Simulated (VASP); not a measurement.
# ScAl2As3 (P-4m2) in VASP: notebook

The runs below take ScAl2As3 through relaxation of cell and atoms, single point, with PBE.

All numbers are computed with VASP 6.6.1; they aren't measurements. Logs are shortened: lines on timing, memory, paths and dates and some standing lists are left out, and cuts for length are marked.

## 1. The cell of the first run

The structure is tetragonal, space group P-4m2 (No. 115). The conventional cell has a = 3.786 Å, b = 3.786 Å, c = 8.352 Å, α = 90.00°, β = 90.00°, γ = 90.00°. Sc (site symmetry -4m2) has 4 As at 2.68 Å and 4 Al at 2.89 Å within 3.5 Å. Al (site symmetry 2mm) has 7 As at 2.87 to 2.97 Å and 2 Sc at 2.89 Å and 4 Al at 3.79 Å within 3.8 Å. Within 3.8 Å of As (site symmetry 2mm) lie 5 Al at 2.87 to 2.97 Å and 10 As at 3.31 to 3.79 Å and 2 Sc at 3.72 Å. As (site symmetry -4m2) has 4 Sc at 2.68 Å and 4 Al at 2.89 Å within 3.5 Å.

## 2. Relaxation of cell and atoms, PBE

Contents of INCAR:

```
SYSTEM = ScAl2As3
  ALGO = Normal
  EDIFF = 1E-7
  EDIFFG = -0.04
  ENCUT = 600
  GGA = PE
  IBRION = 2
  ISIF = 3
  ISMEAR = 0
  LASPH = .True.
  LCHARG = .False.
  LREAL = .False.
  LWAVE = .False.
  NELM = 80
  NSW = 90
  PREC = Accurate
  SIGMA = 0.1
```

Contents of KPOINTS:

```
k-points
0
Gamma
  4 4 2
  0 0 0
```

Contents of POSCAR:

```
ScAl2As3
1.0
    3.7858455200      0.0000000000      0.0000000000
    0.0000000000      3.7858455200      0.0000000000
    0.0000000000      0.0000000000      8.3519361100
Sc Al As
1 2 3
Direct
    0.5000000000      0.5000000000      0.0000000000
    0.5000000000      0.0000000000      0.7391930200
    0.0000000000      0.5000000000      0.2608069800
    0.5000000000      0.0000000000      0.3837740100
    0.0000000000      0.5000000000      0.6162259900
    0.0000000000      0.0000000000      0.0000000000
```

Potentials or basis: VASP PAW PBE potentials, release 64 (Sc_sv, Al, As).

Started as:

```sh
$ cat potpaw_PBE.64/Sc_sv/POTCAR potpaw_PBE.64/Al/POTCAR potpaw_PBE.64/As/POTCAR > POTCAR
$ mpirun -np 1 vasp_std > vasp.out
```

OUTCAR:

```text
SYSTEM = ScAl2As3
   EDIFF = 1E-7
   EDIFFG = -0.04
   ENCUT = 600
   GGA = PE
   IBRION = 2
   ISIF = 3
   ISMEAR = 0
   LASPH = .True.
   LREAL = .False.
   NELM = 80
   NSW = 90
   PREC = Accurate

 ion  position               nearest neighbor table
   1  0.500  0.500  0.000-   6 2.68   6 2.68   6 2.68   6 2.68   3 2.89   3 2.89   2 2.89   2 2.89

   2  0.500  0.000  0.739-   5 2.87   5 2.87   5 2.87   5 2.87   1 2.89   6 2.89   6 2.89   1 2.89
                             4 2.97
   3  0.000  0.500  0.261-   4 2.87   4 2.87   4 2.87   4 2.87   6 2.89   1 2.89   6 2.89   1 2.89
                             5 2.97
   4  0.500  0.000  0.384-   3 2.87   3 2.87   3 2.87   3 2.87   2 2.97
   5  0.000  0.500  0.616-   2 2.87   2 2.87   2 2.87   2 2.87   3 2.97
   6  0.000  0.000  0.000-   1 2.68   1 2.68   1 2.68   1 2.68   3 2.89   3 2.89   2 2.89   2 2.89

  LATTYP: Found a simple tetragonal cell.
 ALAT       =     3.7858455200
 C/A-ratio  =     2.2060953269

  Lattice vectors:

 A1 = (   3.7858455200,   0.0000000000,   0.0000000000)
 A2 = (   0.0000000000,   3.7858455200,   0.0000000000)
 A3 = (   0.0000000000,   0.0000000000,   8.3519361100)

Analysis of symmetry for initial positions (statically):
=====================================================================
 Subroutine PRICEL returns:
 Original cell was already a primitive cell.

 Routine SETGRP: Setting up the symmetry group for a
 simple tetragonal supercell.

 Subroutine GETGRP returns: Found  8 space group operations
 (whereof  8 operations were pure point group operations)
 out of a pool of 16 trial point group operations.

The static configuration has the point symmetry D_2d.

Analysis of symmetry for dynamics (positions and initial velocities):
=====================================================================
 Subroutine PRICEL returns:
 Original cell was already a primitive cell.

 Routine SETGRP: Setting up the symmetry group for a
 simple tetragonal supercell.

 Subroutine GETGRP returns: Found  8 space group operations
 (whereof  8 operations were pure point group operations)
 out of a pool of 16 trial point group operations.

The dynamic configuration has the point symmetry D_2d.

 Subroutine INISYM returns: Found  8 space group operations
 (whereof  8 operations are pure point group operations),
 and found     1 'primitive' translations

----------------------------------------------------------------------------------------

                                     Primitive cell

  volume of cell :     119.7052

  direct lattice vectors                    reciprocal lattice vectors
     3.785845520  0.000000000  0.000000000     0.264141787  0.000000000  0.000000000
     0.000000000  3.785845520  0.000000000     0.000000000  0.264141787  0.000000000
     0.000000000  0.000000000  8.351936110     0.000000000  0.000000000  0.119732717

  length of vectors
     3.785845520  3.785845520  8.351936110     0.264141787  0.264141787  0.119732717

  position of ions in fractional coordinates (direct lattice)
     0.500000000  0.500000000  0.000000000
     0.500000000  0.000000000  0.739193020
     0.000000000  0.500000000  0.260806980
     0.500000000  0.000000000  0.383774010
     0.000000000  0.500000000  0.616225990
     0.000000000  0.000000000  0.000000000

  ion indices of the primitive-cell ions
   primitive index   ion index
                 1           1
                 2           2
                 3           3
                 4           4
                 5           5
                 6           6

----------------------------------------------------------------------------------------

 KPOINTS: k-points

Automatic generation of k-mesh.
 Grid dimensions read from file:
 generate k-points for:    4    4    2

 Generating k-lattice:

  Cartesian coordinates                     Fractional coordinates (reciprocal lattice)
     0.066035447  0.000000000  0.000000000     0.250000000  0.000000000  0.000000000
     0.000000000  0.066035447  0.000000000     0.000000000  0.250000000  0.000000000
     0.000000000  0.000000000  0.059866358     0.000000000  0.000000000  0.500000000

  Length of vectors
     0.066035447  0.066035447  0.059866358

  Shift w.r.t. Gamma in fractional coordinates (k-lattice)
     0.000000000  0.000000000  0.000000000

 Subroutine IBZKPT returns following result:
 ===========================================

 Found     12 irreducible k-points:

 Following reciprocal coordinates:
            Coordinates               Weight
  0.000000  0.000000  0.000000      1.000000
  0.250000  0.000000  0.000000      4.000000
  0.500000  0.000000  0.000000      2.000000
  0.250000  0.250000  0.000000      4.000000
  0.500000  0.250000  0.000000      4.000000
  0.500000  0.500000  0.000000      1.000000
  0.000000  0.000000  0.500000      1.000000
  0.250000  0.000000  0.500000      4.000000
  0.500000  0.000000  0.500000      2.000000
  0.250000  0.250000  0.500000      4.000000
  0.500000  0.250000  0.500000      4.000000
  0.500000  0.500000  0.500000      1.000000
   k-points           NKPTS =     12   k-points in BZ     NKDIM =     12   number of bands    NBANDS=     20
   number of dos      NEDOS =    301   number of ions     NIONS =      6
   total plane-waves  NPLWV =  63000
   dimension x,y,z NGX =    30 NGY =   30 NGZ =   70
   dimension x,y,z NGXF=    60 NGYF=   60 NGZF=  140
   ions per type =               1   2   3
   NGX,Y,Z   is equivalent  to a cutoff of  13.17, 13.17, 13.93 a.u.
   NGXF,Y,Z  is equivalent  to a cutoff of  26.35, 26.35, 27.87 a.u.
 SYSTEM =  ScAl2As3
   PREC   = accura    normal or accurate (medium, high low for compatibility)
   ISTART =      0    job   : 0-new  1-cont  2-samecut
   ICHARG =      2    charge: 1-file 2-atom 10-const
   ISPIN  =      1    spin polarized calculation?
   LNONCOLLINEAR =      F non collinear calculations
   LSORBIT =      F    spin-orbit coupling
   LASPH  =      T    aspherical Exc in radial PAW
   ENCUT  =  600.0 eV  44.10 Ry    6.64 a.u.   7.56  7.56 16.68*2*pi/ulx,y,z
   NELM   =     80;   NELMIN=  2; NELMDL= -5     # of ELM steps
   EDIFF  = 0.1E-06   stopping-criterion for ELM
   LREAL  =      F    real-space projection
   EDIFFG = -.4E-01   stopping-criterion for IOM
   NSW    =     90    number of steps for IOM
   IBRION =      2    ionic relax: 0-MD 1-quasi-New 2-CG
   NFREE  =      1    steps in history (QN), initial steepest desc. (CG)
   ISIF   =      3    stress and relaxation
   ISYM   =      2    0-nonsym 1-usesym 2-fastsym
   POTIM  = 0.5000    time-step for ionic-motion
   TEBEG  =    0.0;   TEEND  =   0.0 temperature during run
   PSTRESS=    0.0 pullay stress
   NELECT =      32.0000    total number of electrons
   NUPDOWN=      -1.0000    fix difference up-down
   EMIN   =  10.00;   EMAX   =-10.00  energy-range for DOS
   EFERMI =   0.00;   METHOD = LEGACY
   ISMEAR =     0;   SIGMA  =   0.10  broadening in eV -4-tet -1-fermi 0-gaus
   EFERMI_NEDOS =   21; number of points for ismear=-14 and -15
   IALGO  =     38    algorithm
   IMIX   =      4    mixing-type and parameters
     AMIX     =   0.40;   BMIX     =  1.00
     AMIX_MAG =   1.60;   BMIX_MAG =  1.00
  volume/ion in A,a.u.               =      19.95       134.64
  Fermi-wavevector in a.u.,A,eV,Ry     =   1.054599  1.992902 15.132102  1.112178
  Thomas-Fermi vector in A             =   2.189765
   LORBIT       =      0    0 simple, 1 ext, 2 COOP (PROOUT), +10 PAW based schemes
   GGA     = PE    functional components
   LHFCALC =     F    Hartree Fock is set to
   AEXX    =    0.0000 exact exchange contribution
   IVDW    =     0    specifies the selected vdW correction
   LEPSILON=     F    determine dielectric tensor
   LRPA    =     F    only Hartree local field effects (RPA)
 conjugate gradient relaxation of ions
 non-spin polarized calculation
 Gauss-broadening in eV      SIGMA  =   0.10
  energy-cutoff  :      600.00
  volume of cell :      119.71
 maximum number of plane-waves:      4032
   NGX = 15   NGY = 15   NGZ = 33

--------------------------------------- Ionic step        1  -------------------------------------------

 number of electron      32.0000009 magnetization

 Free energy of the ion-electron system (eV)
  ---------------------------------------------------
  ext. energy  EPLUGINS =         0.00000000
  ---------------------------------------------------
  free energy    TOTEN  =       -28.68649219 eV

  energy without entropy =      -28.65962058  energy(sigma->0) =      -28.67305639

------------------------ aborting loop because EDIFF is reached ----------------------------------------

  FORCE on cell =-STRESS in cart. coord.  units (eV):
  Direction    XX          YY          ZZ          XY          YZ          ZX
  --------------------------------------------------------------------------------------
  -------------------------------------------------------------------------------------
  Total       -1.2468619     -1.2468619     -3.6641956      0.0000000      0.0000000     -0.0000000
  in kB      -16.6884492    -16.6884492    -49.0429164      0.0000000      0.0000000     -0.0000000
  external PRESSURE =     -27.4732716 kB  Pullay stress =       0.0000000 kB
[... 101 lines left out ...]
  FREE ENERGIE OF THE ION-ELECTRON SYSTEM (eV)
  ---------------------------------------------------
  free  energy   TOTEN  =       -29.2815094948 eV

  energy  without entropy=      -29.2661201716  energy(sigma->0) =      -29.27381483

[... ionic steps 4 to 20 ...]

--------------------------------------- Ionic step       21  -------------------------------------------

 number of electron      32.0000002 magnetization

------------------------ aborting loop because EDIFF is reached ----------------------------------------

  FORCE on cell =-STRESS in cart. coord.  units (eV):
  Direction    XX          YY          ZZ          XY          YZ          ZX
  --------------------------------------------------------------------------------------
  -------------------------------------------------------------------------------------
  Total       -0.0990613     -0.0990613      0.1323012      0.0000000      0.0000000      0.0000000
  in kB       -1.4016937     -1.4016937      1.8720290      0.0000000      0.0000000      0.0000000
  external PRESSURE =      -0.3104528 kB  Pullay stress =       0.0000000 kB
[... 65 lines left out ...]
  energy  without entropy=      -29.9695829581  energy(sigma->0) =      -29.97682430

--------------------------------------- Ionic step       23  -------------------------------------------

 number of electron      32.0000002 magnetization

 Free energy of the ion-electron system (eV)
  ---------------------------------------------------
  ext. energy  EPLUGINS =         0.00000000
  ---------------------------------------------------
  free energy    TOTEN  =       -29.98490688 eV

  energy without entropy =      -29.97127362  energy(sigma->0) =      -29.97809025

 E-fermi :   6.4683     XC(G=0): -10.3756

 val. band max:        6.4010150711   @ k =   0.5000   0.2500   0.0000
 cond. band min:       6.4953600891   @ k =   0.2500   0.2500   0.5000
 fundamental gap:      0.0943450179
 Fermi energy:         6.4683206027

 k-point     1 :       0.0000    0.0000    0.0000
  band No.  band energies     occupation
      1     -43.3925      2.00000
      2     -22.1051      2.00000
      3     -22.0152      2.00000
      4     -22.0152      2.00000
      5      -6.8228      2.00000
      6      -4.9944      2.00000
[... 12 lines left out ...]
     19       7.7415      0.00000
[... 285 lines left out ...]
  FREE ENERGIE OF THE ION-ELECTRON SYSTEM (eV)
  ---------------------------------------------------
  free  energy   TOTEN  =       -29.9849068805 eV

  energy  without entropy=      -29.9712736194  energy(sigma->0) =      -29.97809025

 reached required accuracy - stopping structural energy minimisation
```

It took 15 min on 1 thread of Intel Xeon Platinum 8259CL at 2.50GHz (Skylake/Cascade Lake), shared host; peak memory 0.27 GiB.

Results:

| Quantity | Value |
| --- | --- |
| Free energy | -29.9849 eV |
| Relaxed volume | 18.91 Å³/atom |
| Relaxed cell | a = 3.831 Å, b = 3.831 Å, c = 7.730 Å, α = 90.00°, β = 90.00°, γ = 90.00° |
| Space group after relaxing (to 0.05 Å) | P-4m2 (No. 115) |
| Energy gained by relaxing | 216.4 meV/atom |
| Ionic steps | 23 |
| Pressure after relaxing | -0.1 GPa |
| Largest force after relaxing | 0.032 eV/Å |
| Band gap on the k mesh | zero (band 16 reaches 7.25 eV, above the bottom of band 17 at 4.64 eV) |

Forces in eV/Å, atoms in the order of the input:
```
Sc   0.000  0.000  0.000
Al   0.000  0.000 -0.032
Al   0.000  0.000  0.032
As   0.000  0.000 -0.012
As   0.000  0.000  0.012
As   0.000  0.000  0.000
```

The path:
```
step  energy change (eV)  largest force (eV/Å)  pressure (GPa)  volume (Å³)
   1              0.0000                1.5793           -2.75       119.71
   2             -0.3473                1.4879            0.15       113.86
   3             -0.5950                0.9947            7.52       104.41
   4             -0.7424                0.6916            6.99       104.86
   5             -0.8679                1.3360            6.45       106.13
   6             -0.8847                1.1037            6.42       105.82
   7             -1.0392                0.8050            2.79       109.57
   8             -1.1089                0.5096           -1.59       115.30
   9             -1.1095                0.5284           -1.24       114.78
  10             -1.1331                0.4756           -0.97       114.39
  11             -1.1810                0.3627            0.00       113.19
  12             -1.1538                0.3717            2.58       110.77
  13             -1.1928                0.3379            0.79       112.38
  14             -1.2162                0.3167            0.61       112.61
  15             -1.2657                0.2640            0.07       113.29
  16             -1.2794                0.1804           -0.83       114.65
  17             -1.2839                0.1852           -0.65       114.31
  18             -1.2844                0.2123           -0.44       113.99
  19             -1.2951                0.1275            0.02       113.18
  20             -1.2963                0.0844            0.25       112.81
  21             -1.2974                0.0628           -0.03       113.23
  22             -1.2976                0.0507           -0.19       113.47
  23             -1.2984                0.0317           -0.11       113.43
```

Final structure:
```yaml
crystal:
  lattice:
    - [3.83056, 0.00000, 0.00000]
    - [0.00000, 3.83056, 0.00000]
    - [0.00000, 0.00000, 7.73043]
  atoms:
    - { symbol: Sc, position: [0.50000, 0.50000, 0.00000] }
    - { symbol: Al, position: [0.50000, 0.00000, 0.67323] }
    - { symbol: Al, position: [0.00000, 0.50000, 0.32677] }
    - { symbol: As, position: [0.50000, 0.00000, 0.33296] }
    - { symbol: As, position: [0.00000, 0.50000, 0.66704] }
    - { symbol: As, position: [0.00000, 0.00000, 0.00000] }
```

Caveat: the k points lie up to 0.41 Å⁻¹ apart in the final cell.

(Continued in part 2 of 2.)
